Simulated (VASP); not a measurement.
Here is a VASP 6.6.1 calculation.

Contents of INCAR:

```
  PREC = Accurate
  ENCUT = 520
  EDIFF = 1E-6
  ISMEAR = -1
  SIGMA = 0.05
  LREAL = False
  LASPH = True
  NELM = 80
  ALGO = Normal
  ISIF = 2
  LWAVE = False
  LCHARG = False
  GGA = PS
  NBANDS = 28
```

The input KPOINTS:

```
regular mesh
0
Gamma
  6 6 6
```

The input POSCAR:

```
BaZrO3
1.0
    4.1913400000      0.0000000000      0.0000000000
    0.0000000000      4.1913400000      0.0000000000
    0.0000000000      0.0000000000      4.1913400000
Ba Zr O
1 1 3
Direct
    0.0001980000      0.0077720000     -0.0074240000
    0.5005400000      0.5082770000      0.4918760000
    0.4928290000      0.5011710000      0.0004680000
    0.4943580000      0.0015540000      0.5065890000
   -0.0058270000      0.5059910000      0.5046290000
```

Potentials or basis: VASP PAW PBE potentials, release 64 (Ba_sv, Zr_sv, O).

Run with:

```bash
$ cat potpaw_PBE.64/Ba_sv/POTCAR potpaw_PBE.64/Zr_sv/POTCAR potpaw_PBE.64/O/POTCAR > POTCAR
$ mpirun -np 1 vasp_std > vasp.out
```

Question: Predict the band gap on the k mesh.

Answer: 3.13 eV (least direct gap 3.36 eV).

Question: Estimate the pressure.

Answer: 0.0 GPa.

Question: Estimate the largest force.

Answer: 0.295 eV/Å.

Stress tensor (GPa, compression positive):
```
 0.01  0.00 -0.01
 0.00 -0.04  0.00
-0.01  0.00  0.14
```

Caveat: the cell differs from its parent crystal (atoms moved at random); the PAW data sets were made with another functional, which shifts forces and pressure a little; spin-orbit coupling is left out, which moves the levels of the heavy elements. A k mesh can miss the band edges.
